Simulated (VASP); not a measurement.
# BiS (P-6m2) in VASP: further runs

Runs on BiS. Level: r2SCAN. Tasks: relaxation of shape and atoms at fixed volume.

Program: VASP 6.6.1. These are calculated values, not measurements. Logs are shortened: lines on timing, memory, paths and dates and some standing lists are left out, and cuts for length are marked.

### 1 The cell of the first run

It takes space group P-6m2 (No. 187, hexagonal). Conventional cell: a = 3.740 Å, b = 3.740 Å, c = 4.114 Å, α = 90.00°, β = 90.00°, γ = 120.00°. Bi (site symmetry -6m2) has 6 S at 2.98 Å and 6 Bi at 3.74 Å within 3.9 Å. Within 3.9 Å of S (site symmetry -6m2) lie 6 Bi at 2.98 Å and 6 S at 3.74 Å.

### 2 Relaxation of shape and atoms at fixed volume, r2SCAN (24.92 Å³/atom)

Contents of POSCAR:

```
BiS
1.0
    3.7402857085      0.0000000000      0.0000000000
   -1.8701428542      3.2391824409      0.0000000000
    0.0000000000      0.0000000000      4.1139179635
Bi S
1 1
Direct
    0.0000000000      0.0000000000      0.0000000000
    0.6666666667      0.3333333333      0.5000000000
```

Contents of INCAR.step1:

```
ALGO = Normal ; EDIFF = 1E-4
ENCUT = 600 ; GGA = PE
ISMEAR = 0 ; LASPH = True
LCHARG = False ; LREAL = False
LWAVE = True ; NELM = 100
PREC = Accurate ; SIGMA = 0.05
```

Contents of INCAR.step2:

```
ALGO = Normal ; EDIFF = 1E-6
EDIFFG = -0.01 ; ENCUT = 600
IBRION = 2 ; ISIF = 4
ISMEAR = 0 ; ISTART = 1
LASPH = True ; LCHARG = False
LMIXTAU = True ; LREAL = False
LWAVE = False ; METAGGA = R2SCAN
NELM = 100 ; NSW = 60
PREC = Accurate ; SIGMA = 0.05
```

Contents of KPOINTS:

```
k-points
0
Gamma
  10 10 8
```

Potentials or basis: VASP PAW PBE potentials, release 64 (Bi_d, S).

Started as:

```console
> cat potpaw_PBE.64/Bi_d/POTCAR potpaw_PBE.64/S/POTCAR > POTCAR
> cp INCAR.step1 INCAR
> mpirun -np 1 vasp_std > vasp.out
> cp INCAR.step2 INCAR
> mpirun -np 1 vasp_std > vasp.out
```

OUTCAR:

```text
EDIFF = 1E-6
   EDIFFG = -0.01
   ENCUT = 600
   IBRION = 2
   ISIF = 4
   ISMEAR = 0
   ISTART = 1
   LASPH = True
   LREAL = False
   METAGGA = R2SCAN
   NELM = 100
   NSW = 60
   PREC = Accurate

 ion  position               nearest neighbor table
   1  0.000  0.000  0.000-   2 2.98   2 2.98   2 2.98   2 2.98   2 2.98   2 2.98
   2  0.667  0.333  0.500-   1 2.98   1 2.98   1 2.98   1 2.98   1 2.98   1 2.98

  LATTYP: Found a hexagonal cell.
 ALAT       =     3.7402857085
 C/A-ratio  =     1.0998940413

  Lattice vectors:

 A1 = (   3.7402857085,   0.0000000000,   0.0000000000)
 A2 = (  -1.8701428542,   3.2391824409,   0.0000000000)
 A3 = (   0.0000000000,   0.0000000000,   4.1139179635)

Analysis of symmetry for initial positions (statically):
=====================================================================
 Subroutine PRICEL returns:
 Original cell was already a primitive cell.

 Routine SETGRP: Setting up the symmetry group for a
 hexagonal supercell.

 Subroutine GETGRP returns: Found 12 space group operations
 (whereof 12 operations were pure point group operations)
 out of a pool of 24 trial point group operations.

The static configuration has the point symmetry D_3h.

Analysis of symmetry for dynamics (positions and initial velocities):
=====================================================================
 Subroutine PRICEL returns:
 Original cell was already a primitive cell.

 Routine SETGRP: Setting up the symmetry group for a
 hexagonal supercell.

 Subroutine GETGRP returns: Found 12 space group operations
 (whereof 12 operations were pure point group operations)
 out of a pool of 24 trial point group operations.

The dynamic configuration has the point symmetry D_3h.

 Subroutine INISYM returns: Found 12 space group operations
 (whereof 12 operations are pure point group operations),
 and found     1 'primitive' translations

----------------------------------------------------------------------------------------

                                     Primitive cell

  volume of cell :      49.8420

  direct lattice vectors                    reciprocal lattice vectors
     3.740285709  0.000000000  0.000000000     0.267359255  0.154359938  0.000000000
    -1.870142854  3.239182441  0.000000000     0.000000000  0.308719876  0.000000000
     0.000000000  0.000000000  4.113917963     0.000000000  0.000000000  0.243077283

  length of vectors
     3.740285709  3.740285708  4.113917963     0.308719876  0.308719876  0.243077283

  position of ions in fractional coordinates (direct lattice)
     0.000000000  0.000000000  0.000000000
     0.666666667  0.333333333  0.500000000

  ion indices of the primitive-cell ions
   primitive index   ion index
                 1           1
                 2           2

----------------------------------------------------------------------------------------

 KPOINTS: k-points

Automatic generation of k-mesh.
 Grid dimensions read from file:
 generate k-points for:   10   10    8

 Generating k-lattice:

  Cartesian coordinates                     Fractional coordinates (reciprocal lattice)
     0.026735925  0.015435994  0.000000000     0.100000000  0.000000000  0.000000000
     0.000000000  0.030871988  0.000000000     0.000000000  0.100000000  0.000000000
     0.000000000  0.000000000  0.030384660     0.000000000  0.000000000  0.125000000

  Length of vectors
     0.030871988  0.030871988  0.030384660

  Shift w.r.t. Gamma in fractional coordinates (k-lattice)
     0.000000000  0.000000000  0.000000000

 Subroutine IBZKPT returns following result:
 ===========================================

[... 54 lines left out ...]
   ISYM   =      2    0-nonsym 1-usesym 2-fastsym
   POTIM  = 0.5000    time-step for ionic-motion
   TEBEG  =    0.0;   TEEND  =   0.0 temperature during run
   PSTRESS=    0.0 pullay stress
   NELECT =      21.0000    total number of electrons
   NUPDOWN=      -1.0000    fix difference up-down
   EMIN   =  10.00;   EMAX   =-10.00  energy-range for DOS
   EFERMI =   0.00;   METHOD = LEGACY
   ISMEAR =     0;   SIGMA  =   0.05  broadening in eV -4-tet -1-fermi 0-gaus
   EFERMI_NEDOS =   21; number of points for ismear=-14 and -15
   IALGO  =     38    algorithm
   IMIX   =      4    mixing-type and parameters
     AMIX     =   0.40;   BMIX     =  1.00
     AMIX_MAG =   1.60;   BMIX_MAG =  1.00
  volume/ion in A,a.u.               =      24.92       168.18
  Fermi-wavevector in a.u.,A,eV,Ry     =   1.227296  2.319253 20.493850  1.506256
  Thomas-Fermi vector in A             =   2.362265
   LORBIT       =      0    0 simple, 1 ext, 2 COOP (PROOUT), +10 PAW based schemes
   METAGGA = R2SCAN    functional components
   LHFCALC =     F    Hartree Fock is set to
   AEXX    =    0.0000 exact exchange contribution
   IVDW    =     0    specifies the selected vdW correction
   LEPSILON=     F    determine dielectric tensor
   LRPA    =     F    only Hartree local field effects (RPA)
 conjugate gradient relaxation of ions
 non-spin polarized calculation
 Gauss-broadening in eV      SIGMA  =   0.05
  energy-cutoff  :      600.00
  volume of cell :       49.84
 maximum number of plane-waves:      1680
 NGX is ok and might be reduce to    30
   NGX = 15   NGY = 15   NGZ = 17

--------------------------------------- Ionic step        1  -------------------------------------------

 number of electron      21.0000002 magnetization

 Free energy of the ion-electron system (eV)
  ---------------------------------------------------
  ext. energy  EPLUGINS =         0.00000000
  ---------------------------------------------------
  free energy    TOTEN  =       -66.64865419 eV

  energy without entropy =      -66.64657015  energy(sigma->0) =      -66.64761217

------------------------ aborting loop because EDIFF is reached ----------------------------------------

  FORCE on cell =-STRESS in cart. coord.  units (eV):
  Direction    XX          YY          ZZ          XY          YZ          ZX
  --------------------------------------------------------------------------------------
  -------------------------------------------------------------------------------------
  Total       -0.3474234     -0.3474234     -0.5351794     -0.0000000      0.0000000      0.0000000
  in kB      -11.1679595    -11.1679595    -17.2033962     -0.0000000      0.0000000      0.0000000
  external PRESSURE =     -13.1797717 kB  Pullay stress =       0.0000000 kB

 VOLUME and BASIS-vectors are now :
 -----------------------------------------------------------------------------
  energy-cutoff  :      600.00
  volume of cell :       49.84
      direct lattice vectors                 reciprocal lattice vectors
     3.740285709  0.000000000  0.000000000     0.267359255  0.154359938  0.000000000
    -1.870142854  3.239182441  0.000000000     0.000000000  0.308719876  0.000000000
     0.000000000  0.000000000  4.113917963     0.000000000  0.000000000  0.243077283

 POSITION                                       TOTAL-FORCE (eV/Angst)
 -----------------------------------------------------------------------------------
      0.00000      0.00000      0.00000        -0.000000      0.000000      0.000000
      1.87014      1.07973      2.05696         0.000000     -0.000000      0.000000
 -----------------------------------------------------------------------------------
    total drift:                               -0.000000      0.000000      0.000000

  FREE ENERGIE OF THE ION-ELECTRON SYSTEM (eV)
  ---------------------------------------------------
  free  energy   TOTEN  =       -66.6486541867 eV

  energy  without entropy=      -66.6465701483  energy(sigma->0) =      -66.64761217

--------------------------------------- Ionic step        2  -------------------------------------------

 number of electron      21.0000002 magnetization

 Free energy of the ion-electron system (eV)
  ---------------------------------------------------
  ext. energy  EPLUGINS =         0.00000000
  ---------------------------------------------------
  free energy    TOTEN  =       -66.64898189 eV

  energy without entropy =      -66.64688249  energy(sigma->0) =      -66.64793219

 E-fermi :   7.1050     XC(G=0): -10.7992

 val. band max:        7.0943290444   @ k =   0.3000   0.1000   0.0000
 cond. band min:       7.1070806783   @ k =   0.3000   0.2000   0.2500
 fundamental gap:      0.0127516339
 Fermi energy:         7.1049853087

 k-point     1 :       0.0000    0.0000    0.0000
  band No.  band energies     occupation
      1     -17.1671      2.00000
      2     -17.0920      2.00000
      3     -17.0920      2.00000
      4     -17.0808      2.00000
      5     -17.0808      2.00000
      6      -8.4351      2.00000
      7      -2.2303      2.00000
      8       2.2967      2.00000
      9       5.0473      2.00000
     10       5.0473      2.00000
     11      10.0335      0.00000
     12      10.0335      0.00000
     13      11.7180      0.00000
     14      12.1836      0.00000
[... 377 lines left out ...]
      1     -17.1376      2.00000
      2     -17.1200      2.00000
      3     -17.0932      2.00000
      4     -17.0795      2.00000
      5     -17.0207      2.00000
      6      -6.5297      2.00000
      7      -3.9627      2.00000
      8       2.3858      2.00000
      9       3.4848      2.00000
     10       4.7641      2.00000
     11       6.2301      2.00000
     12       9.1702      0.00000
     13       9.7779      0.00000
     14      12.5252      0.00000

 [... further k-points ...]
[... 5 lines left out ...]
  --------------------------------------------------------------------------------------
  -------------------------------------------------------------------------------------
  Total       -0.3706802     -0.3706802     -0.3984133     -0.0000000     -0.0000000      0.0000000
  in kB      -11.9155525    -11.9155525    -12.8070338     -0.0000000     -0.0000000      0.0000000
  external PRESSURE =     -12.2127129 kB  Pullay stress =       0.0000000 kB

 VOLUME and BASIS-vectors are now :
 -----------------------------------------------------------------------------
  energy-cutoff  :      600.00
  volume of cell :       49.84
      direct lattice vectors                 reciprocal lattice vectors
     3.745940745 -0.000000000  0.000000000     0.266955638  0.154126909 -0.000000000
    -1.872970373  3.244079846 -0.000000000     0.000000000  0.308253818 -0.000000000
     0.000000000  0.000000000  4.101506236     0.000000000  0.000000000  0.243812868

 POSITION                                       TOTAL-FORCE (eV/Angst)
 -----------------------------------------------------------------------------------
      3.74594     -0.00000     -0.00000        -0.000000     -0.000000      0.000000
      1.87297      1.08136      2.05075         0.000000      0.000000      0.000000
 -----------------------------------------------------------------------------------
    total drift:                               -0.000000      0.000000      0.000000

  FREE ENERGIE OF THE ION-ELECTRON SYSTEM (eV)
  ---------------------------------------------------
  free  energy   TOTEN  =       -66.6489818948 eV

  energy  without entropy=      -66.6468824875  energy(sigma->0) =      -66.64793219

 reached required accuracy - stopping structural energy minimisation
```

Run time: 3.1 min. Hardware: 1 thread of Intel Xeon Platinum 8559C (Emerald Rapids), shared host; peak memory 0.22 GiB.

Results:

```
Free energy               : -66.6490 eV
Energy gained by relaxing : 0.2 meV/atom
Ionic steps               : 2
Pressure after relaxing   : -1.2 GPa
Band gap on the k mesh    : zero (an odd number of electrons rules out a gap without spin polarisation)
```

Step by step:
| step | energy change (eV) | largest force (eV/Å) | pressure (GPa) | volume (Å³) |
| --- | --- | --- | --- | --- |
| 1 | 0.0000 | 0.0000 | -1.32 | 49.84 |
| 2 | -0.0003 | 0.0000 | -1.22 | 49.84 |

Final structure:
```
Bi S
1.0
     3.74594    0.00000    0.00000
    -1.87297    3.24408    0.00000
     0.00000    0.00000    4.10151
Bi S
1 1
Direct
  0.00000 0.00000 0.00000
  0.66667 0.33333 0.50000
```

Levels at points of the mesh, in eV from the Fermi level:
| k point | band 6 | band 7 | band 8 | band 9 | band 10 | band 11 | band 12 | band 13 | band 14 |
| --- | --- | --- | --- | --- | --- | --- | --- | --- | --- |
| (0.00, 0.00, 0.00) | -15.54 | -9.34 | -4.81 | -2.06 | -2.06 | 2.93 | 2.93 | 4.61 | 5.08 |
| (0.50, 0.00, 0.00) | -13.69 | -11.18 | -3.73 | -3.40 | -3.01 | -0.62 | 1.07 | 3.67 | 4.41 |
| (0.00, 0.00, 0.50) | -13.96 | -12.85 | -1.57 | -1.57 | -0.82 | 0.66 | 2.75 | 2.75 | 8.47 |
| (0.50, 0.00, 0.50) | -13.00 | -10.95 | -5.98 | -5.67 | -2.18 | 0.60 | 1.28 | 2.45 | 8.51 |

Caveat: the PAW data sets were made with another functional, which shifts forces and pressure a little; spin-orbit coupling is left out, which moves the levels of the heavy elements; an odd number of electrons without spin polarisation forces a metal; a magnetic or distorted state may lie lower.

### 3 Relaxation of shape and atoms at fixed volume, r2SCAN (25.41 Å³/atom)

This run uses another cell than the first one, of 25.41 Å³/atom.

Contents of POSCAR:

```
BiS
1.0
    3.7715633326      0.0000000000      0.0000000000
   -1.8857816663      3.2662696580      0.0000000000
    0.0000000000      0.0000000000      4.1253000364
Bi S
1 1
Direct
    0.0000000000      0.0000000000      0.0000000000
    0.6666666667      0.3333333333      0.5000000000
```

Contents of INCAR.step1:

```
SYSTEM = BiS
ALGO = Normal
EDIFF = 1E-4
ENCUT = 600
GGA = PE
ISMEAR = 0
LASPH = .TRUE.
LCHARG = .FALSE.
LREAL = .FALSE.
LWAVE = .TRUE.
NELM = 80
PREC = Accurate
SIGMA = 0.05
```

Contents of INCAR.step2:

```
SYSTEM = BiS
ALGO = Normal
EDIFF = 1E-7
EDIFFG = -0.01
ENCUT = 600
IBRION = 2
ISIF = 4
ISMEAR = 0
ISTART = 1
LASPH = .TRUE.
LCHARG = .FALSE.
LMIXTAU = .TRUE.
LREAL = .FALSE.
LWAVE = .FALSE.
METAGGA = R2SCAN
NELM = 80
NSW = 60
PREC = Accurate
SIGMA = 0.05
```

Contents of KPOINTS:

```
k-points
0
G
  10 10 8
  0 0 0
```

Potentials or basis: VASP PAW PBE potentials, release 64 (Bi_d, S).

Started as:

```console
> cat potpaw_PBE.64/Bi_d/POTCAR potpaw_PBE.64/S/POTCAR > POTCAR
> cp INCAR.step1 INCAR
> mpirun -np 1 vasp_std > vasp.out
> cp INCAR.step2 INCAR
> mpirun -np 1 vasp_std > vasp.out
```

OUTCAR:

```text
SYSTEM = BiS
   EDIFF = 1E-7
   EDIFFG = -0.01
   ENCUT = 600
   IBRION = 2
   ISIF = 4
   ISMEAR = 0
   ISTART = 1
   LASPH = .TRUE.
   LREAL = .FALSE.
   METAGGA = R2SCAN
   NELM = 80
   NSW = 60
   PREC = Accurate

 ion  position               nearest neighbor table
   1  0.000  0.000  0.000-   2 3.00   2 3.00   2 3.00   2 3.00   2 3.00   2 3.00
   2  0.667  0.333  0.500-   1 3.00   1 3.00   1 3.00   1 3.00   1 3.00   1 3.00

  LATTYP: Found a hexagonal cell.
 ALAT       =     3.7715633326
 C/A-ratio  =     1.0937904716

  Lattice vectors:

 A1 = (   3.7715633326,   0.0000000000,   0.0000000000)
 A2 = (  -1.8857816663,   3.2662696580,   0.0000000000)
 A3 = (   0.0000000000,   0.0000000000,   4.1253000364)

Analysis of symmetry for initial positions (statically):
=====================================================================
 Subroutine PRICEL returns:
 Original cell was already a primitive cell.

[... 262 lines left out ...]
      2     -17.3218      2.00000
      3     -17.3218      2.00000
      4     -17.3154      2.00000
      5     -17.3154      2.00000
      6      -8.5315      2.00000
      7      -2.4922      2.00000
      8       2.1896      2.00000
      9       4.8043      2.00000
     10       4.8043      2.00000
     11       9.6991      0.00000
     12       9.6991      0.00000
     13      11.4940      0.00000
     14      11.8121      0.00000
[... 377 lines left out ...]
      1     -17.3684      2.00000
      2     -17.3508      2.00000
      3     -17.3267      2.00000
      4     -17.3119      2.00000
      5     -17.2569      2.00000
      6      -6.6952      2.00000
      7      -4.1802      2.00000
      8       2.2361      2.00000
      9       3.3042      2.00000
     10       4.5569      2.00000
     11       6.0382      2.00000
     12       8.9194      0.00000
     13       9.4985      0.00000
     14      12.3035      0.00000

 [... further k-points ...]
[... 5 lines left out ...]
  --------------------------------------------------------------------------------------
  -------------------------------------------------------------------------------------
  Total       -0.7404631     -0.7404631     -0.7411549      0.0000000     -0.0000000      0.0000000
  in kB      -23.3445233    -23.3445233    -23.3663334      0.0000000     -0.0000000      0.0000000
  external PRESSURE =     -23.3517933 kB  Pullay stress =       0.0000000 kB
[... 17 lines left out ...]
  FREE ENERGIE OF THE ION-ELECTRON SYSTEM (eV)
  ---------------------------------------------------
  free  energy   TOTEN  =       -66.6382791748 eV

  energy  without entropy=      -66.6362016368  energy(sigma->0) =      -66.63724041

 reached required accuracy - stopping structural energy minimisation
```

OUTCAR.step1:

```text
SYSTEM = BiS
   EDIFF = 1E-4
   ENCUT = 600
   GGA = PE
   ISMEAR = 0
   LASPH = .TRUE.
   LREAL = .FALSE.
[... 629 lines left out ...]
      0.00000      0.00000      0.00000         0.000000      0.000000      0.000000
      1.88578      1.08876      2.06265        -0.000000      0.000000      0.000000
 -----------------------------------------------------------------------------------
    total drift:                               -0.000000      0.000000      0.000000

  FREE ENERGIE OF THE ION-ELECTRON SYSTEM (eV)
  ---------------------------------------------------
  free  energy   TOTEN  =        -8.1625203506 eV

  energy  without entropy=       -8.1609615160  energy(sigma->0) =       -8.16174093
```

Run time: 4.9 min. Hardware: 1 thread of Intel Xeon Platinum 8559C (Emerald Rapids), shared host; peak memory 0.23 GiB.

Results:

| Property | Result |
| --- | --- |
| Free energy | -66.6383 eV |
| Energy gained by relaxing | 0.2 meV/atom |
| Ionic steps | 3 |
| Pressure after relaxing | -2.3 GPa |
| Band gap on the k mesh | zero (an odd number of electrons rules out a gap without spin polarisation) |

The path:
| step | energy change (eV) | largest force (eV/Å) | pressure (GPa) | volume (Å³) |
| --- | --- | --- | --- | --- |
| 1 | 0.0000 | 0.0000 | -2.44 | 50.82 |
| 2 | -0.0003 | 0.0000 | -2.35 | 50.82 |
| 3 | -0.0003 | 0.0000 | -2.34 | 50.82 |

Final structure:
```xyz
2
Lattice="3.7781 0.0000 0.0000 -1.8890 3.2719 0.0000 0.0000 0.0000 4.1110" Properties=species:S:1:pos:R:3 pbc="T T T"
Bi    0.0000    0.0000    4.1110
S     1.8890    1.0906    2.0555
```

Levels at points of the mesh, in eV from the Fermi level:
| k point | band 7 | band 8 | band 9 | band 10 | band 11 | band 12 | band 13 | band 14 |
| --- | --- | --- | --- | --- | --- | --- | --- | --- |
| (0.00, 0.00, 0.00) | -9.38 | -4.70 | -2.08 | -2.08 | 2.81 | 2.81 | 4.61 | 4.93 |
| (0.50, 0.00, 0.00) | -11.17 | -3.70 | -3.39 | -2.95 | -0.59 | 1.07 | 3.57 | 4.43 |
| (0.00, 0.00, 0.50) | -12.75 | -1.59 | -1.59 | -0.90 | 0.55 | 2.62 | 2.62 | 8.42 |
| (0.50, 0.00, 0.50) | -10.95 | -5.88 | -5.58 | -2.18 | 0.56 | 1.24 | 2.39 | 8.41 |

Caveat: the PAW data sets were made with another functional, which shifts forces and pressure a little; spin-orbit coupling is left out, which moves the levels of the heavy elements; an odd number of electrons without spin polarisation forces a metal; a magnetic or distorted state may lie lower.

The gap in the log of VASP goes by the Fermi energy; the results here count the filled bands.